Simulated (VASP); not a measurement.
Here is a VASP 6.6.1 calculation.

POSCAR

```
TiRe
1.0
    3.1180000000      0.0000000000      0.0000000000
    0.0000000000      3.1180000000      0.0000000000
    0.0000000000      0.0000000000      3.1180000000
Ti Re
1 1
Direct
    0.5000000000      0.5000000000      0.5000000000
   -0.0208312717     -0.0208312717     -0.0208312717
```

File INCAR.step1:

```
PREC = Accurate
ENCUT = 520
ISMEAR = 0
SIGMA = 0.15
LREAL = False
LASPH = True
NELM = 60
NBANDS = 16
GGA = PE
ALGO = Normal
EDIFF = 1E-4
LWAVE = True
LCHARG = False
```

INCAR.step2

```
PREC = Accurate
ENCUT = 520
EDIFF = 1E-6
ISMEAR = 0
SIGMA = 0.15
LREAL = False
LASPH = True
NELM = 60
ALGO = Normal
ISIF = 2
LWAVE = False
LCHARG = False
METAGGA = R2SCAN
LMIXTAU = True
NBANDS = 16
ISTART = 1
```

Contents of KPOINTS:

```
Automatic mesh
0
Gamma
  16 16 16
```

Potentials or basis: VASP PAW PBE potentials, release 64 (Ti_sv, Re).

Launch:

```console
$ cat potpaw_PBE.64/Ti_sv/POTCAR potpaw_PBE.64/Re/POTCAR > POTCAR
$ cp INCAR.step1 INCAR
$ mpirun -np 1 vasp_std > vasp.out
$ cp INCAR.step2 INCAR
$ mpirun -np 1 vasp_std > vasp.out
```

Task: Predict the largest force.

Result: 1.163 eV/Å.

Task: Estimate the pressure.

Result: -1.7 GPa.

Forces on the atoms (eV/Å):
```
Ti  -0.671 -0.671 -0.671
Re   0.671  0.671  0.671
```

Caveat: the cell differs from its parent crystal (all Re atoms moved +0.113 Å, as atom 2 towards its neighbour atom 1 (Ti) at 2.700 Å); the PAW data sets were made with another functional, which shifts forces and pressure a little.
